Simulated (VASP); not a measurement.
Wanted: the native input for a VASP 6.6.1 run.

```
Task                    : density of states
Functional              : PBE
Potentials or basis     : VASP PAW PBE potentials, release 64 (Mo_sv, Zn)
Cutoff                  : 520 eV
k mesh                  : 4 × 4 × 4
Occupations             : fermi-dirac, width 0.05 eV
Spin                    : no spin polarisation
Dipole correction       : no
k mesh for the DOS      : 6 × 6 × 6
Occupations for the DOS : tetrahedron
Further INCAR settings  : ALGO = Fast; EDIFF = 1e-07
```

Crystal: ZnMo3.

```
Mo Zn
1.0
     3.94315    0.00000    0.00000
     0.00000    3.94315    0.00000
     0.00000    0.00000    3.94315
Mo Zn
3 1
Direct
  0.50000 0.50000 0.00000
  0.50000 0.00000 0.50000
  0.00000 0.50000 0.50000
  0.00000 0.00000 0.00000
```

One way to write it, as run:

POSCAR

```
ZnMo3
1.0
    3.9431540000      0.0000000000      0.0000000000
    0.0000000000      3.9431540000      0.0000000000
    0.0000000000      0.0000000000      3.9431540000
Mo Zn
3 1
Direct
    0.5000000000      0.5000000000      0.0000000000
    0.5000000000      0.0000000000      0.5000000000
    0.0000000000      0.5000000000      0.5000000000
    0.0000000000      0.0000000000      0.0000000000
```

INCAR.step1

```
ALGO     = Fast           # electronic algorithm
EDIFF    = 1E-7           # SCF threshold, eV
ENCUT    = 520            # plane-wave cutoff, eV
GGA      = PE             # functional
ISIF     = 2              # what is computed and relaxed
ISMEAR   = -1             # smearing method
LASPH    = True           # aspherical terms in the spheres
LCHARG   = True           # write CHGCAR
LMAXMIX  = 4              # l up to which the mixer works
LREAL    = False          # projectors in reciprocal space
LWAVE    = False          # write WAVECAR
NBANDS   = 35             # bands
NELM     = 80             # most SCF steps
PREC     = Accurate       # precision mode
SIGMA    = 0.05           # smearing width, eV
```

KPOINTS.step1

```
k-points
0
Gamma
  4 4 4
```

INCAR.step2

```
ALGO     = Fast           # electronic algorithm
EDIFF    = 1E-7           # SCF threshold, eV
ENCUT    = 520            # plane-wave cutoff, eV
GGA      = PE             # functional
ICHARG   = 11             # starting density
ISIF     = 2              # what is computed and relaxed
ISMEAR   = -5             # smearing method
LASPH    = True           # aspherical terms in the spheres
LCHARG   = False          # write CHGCAR
LMAXMIX  = 4              # l up to which the mixer works
LORBIT   = 11             # projections on sites
LREAL    = False          # projectors in reciprocal space
LWAVE    = False          # write WAVECAR
NEDOS    = 1001           # points of the DOS
NELM     = 80             # most SCF steps
PREC     = Accurate       # precision mode
SIGMA    = 0.05           # smearing width, eV
```

KPOINTS.step2

```
k-points
0
Gamma
  6 6 6
```

Potentials or basis: VASP PAW PBE potentials, release 64 (Mo_sv, Zn).

Launch:

```bash
$ cat potpaw_PBE.64/Mo_sv/POTCAR potpaw_PBE.64/Zn/POTCAR > POTCAR
$ cp INCAR.step1 INCAR
$ cp KPOINTS.step1 KPOINTS
$ mpirun -np 1 vasp_std > vasp.out
$ cp INCAR.step2 INCAR
$ cp KPOINTS.step2 KPOINTS
$ mpirun -np 1 vasp_std > vasp.out
```

It gave:

```
Valence electrons inside the program's atomic spheres : Mo 12.44; Zn 10.99
```

Caveat: the k points lie up to 0.40 Å⁻¹ apart.

Wall time 2.4 min on 1 thread of AMD EPYC 7R13, with other jobs on the host, peak memory 0.14 GiB.
